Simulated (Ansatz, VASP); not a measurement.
**Si4O7F in VASP and in Ansatz**

```xyz
12
Lattice="4.1773 0.0000 0.0000 0.0000 4.1773 0.0000 0.0000 0.0000 5.3304" Properties=species:S:1:pos:R:3 pbc="T T T"
Si    0.0000    0.0000    0.0000
Si    2.0886    2.0886    1.3326
Si    0.0000    0.0000    2.6652
Si    2.0886    2.0886    3.9978
F     1.2778    1.2778    0.0000
O     0.8108    3.3665    1.3326
O     2.8995    2.8995    0.0000
O     3.3665    0.8108    1.3326
O     1.2778    1.2778    2.6652
O     0.8108    3.3665    3.9978
O     2.8995    2.8995    2.6652
O     3.3665    0.8108    3.9978
```

Alike in both runs: task single point; functional LDA; k mesh 2 × 2 × 2; occupations fermi-dirac, width 0.05 eV; no spin polarisation.

|  | VASP | Ansatz |
| --- | --- | --- |
| version | VASP 6.6.1 | Ansatz 0.2.0 |
| potentials or method | VASP PAW LDA potentials, release 64 (Si, F, O) | plane waves, PAW |
| plane-wave cutoff (eV) | 520 | 420 |
| valence electrons in the cell | 65 | 65 |

|  | VASP | Ansatz | Ansatz less VASP |
| --- | --- | --- | --- |
| gap on the k mesh at the Fermi level (eV) | none | none | - |
| rms of the force components (eV/Å) | 1.252 | 1.243 | -0.0089 |

LDA's correlation is that of Perdew and Zunger in VASP and of Perdew and Wang (1992) in Ansatz. A gap of «none» marks a metal or a gap that the smearing closes.

The k mesh is coarse, so the values compare programs but aren't converged.
